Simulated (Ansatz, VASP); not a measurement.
## One calculation of LiF, two programs

```xyz
4
Lattice="3.1528 0.0000 0.0000 -1.5764 2.7304 0.0000 0.0000 0.0000 4.6631" Properties=species:S:1:pos:R:3 pbc="T T T"
Li    0.0000    1.8203    1.7774
Li    1.5764    0.9101    4.1089
F     0.0000    1.8203    4.6344
F     1.5764    0.9101    2.3028
```

Change from the starting cell: strain +0.030 along x and y, -0.030 along z, atoms carried along.

Alike in both runs: task single point; functional LDA; k mesh 9 × 9 × 6; occupations gaussian, width 0.05 eV; no spin polarisation.

|  | VASP | Ansatz |
| --- | --- | --- |
| version | VASP 6.6.1 | Ansatz 0.2.0 |
| potentials or method | VASP PAW LDA potentials, release 64 (Li_sv, F), cutoff 520 eV | scalar-relativistic, plane waves, PAW |
| valence electrons in the cell | 20 | 20 |

|  | VASP | Ansatz | Ansatz less VASP |
| --- | --- | --- | --- |
| gap on the k mesh at the Fermi level (eV) | 7.38 | 7.39 | +0.015 |
| least direct gap on the mesh (eV) | 7.38 | 7.39 | +0.015 |
| rms of the force components (eV/Å) | 0.127 | 0.124 | -0.0036 |

LDA's correlation is that of Perdew and Zunger in VASP and of Perdew and Wang (1992) in Ansatz. Atom by atom the forces differ by 0.004 eV/Å (rms over components).

Noted on VASP's run: the cutoff is short for stress, so the pressure is rough.
